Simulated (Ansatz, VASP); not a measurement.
Na2Sb3 in VASP and in Ansatz

```
Na Sb
1.0
     4.49351    0.00000    0.00000
    -2.24676    3.89150    0.00000
     0.00000    0.00000    6.99118
Na Sb
2 3
Direct
  0.33333 0.66667 0.24500
  0.66667 0.33333 0.75500
  0.00000 0.00000 0.00000
  0.33333 0.66667 0.64500
  0.66667 0.33333 0.35500
```

Alike in both runs: task relaxation of cell and atoms; functional PBE; k mesh 6 × 6 × 4; occupations gaussian, width 0.1 eV; no spin polarisation.

|  | VASP | Ansatz |
| --- | --- | --- |
| version | VASP 6.6.1 | Ansatz 0.2.0 |
| potentials or method | VASP PAW PBE potentials, release 64 (Na_pv, Sb), cutoff 600 eV | scalar-relativistic, plane waves, PAW |
| valence electrons in the cell | 29 | 63 |

```tsv
	VASP	Ansatz	Ansatz less VASP
gap on the k mesh at the Fermi level, each at its own relaxed structure (eV)	none	none	-
relaxed volume (Å³/atom)	28.26	28.34	+0.081
relaxed length of the cell vector where the two differ most in proportion (Å)	6.479	6.559	+0.0800
```

A gap of «none» marks a metal or a gap that the smearing closes. VASP's potentials hold 29 valence electrons a cell and Ansatz's 63, so a difference there can come from the potentials and not from the codes.

Neither program's run includes spin-orbit coupling. Noted on VASP's run: the volume moved by over 15 % at a fixed basis, so the end points are rough.
